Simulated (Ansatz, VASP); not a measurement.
One calculation of LiH, two programs

```
Li H
1.0
     0.00000    1.93913    1.93913
     1.93913    0.00000    1.93913
     1.93913    1.93913    0.00000
Li H
1 1
Direct
  0.00000 0.00000 0.00000
  0.50000 0.50000 0.50000
```

Alike in both runs: task relaxation of cell and atoms; functional PBE; dispersion D3(BJ); k mesh 10 × 10 × 10; occupations gaussian, width 0.02 eV; no spin polarisation.

```csv
,VASP,Ansatz
version,VASP 6.6.1,Ansatz 0.2.0
potentials or method,"VASP PAW PBE potentials, release 64 (Li_sv, H), cutoff 750 eV","scalar-relativistic, plane waves, PAW"
valence electrons in the cell,4,4
```

VASP gave:

| Quantity | Value |
| --- | --- |
| gap on the k mesh at the Fermi level, each at its own relaxed structure (eV) | 2.89 |
| relaxed volume (Å³/atom) | 7.25 |
| relaxed length of the cell vector where the two differ most in proportion (Å) | 2.737 |

Q: Estimate Ansatz's values.

A: gap on the k mesh at the Fermi level, each at its own relaxed structure (eV): 2.90; relaxed volume (Å³/atom): 7.29; relaxed length of the cell vector where the two differ most in proportion (Å): 2.742.
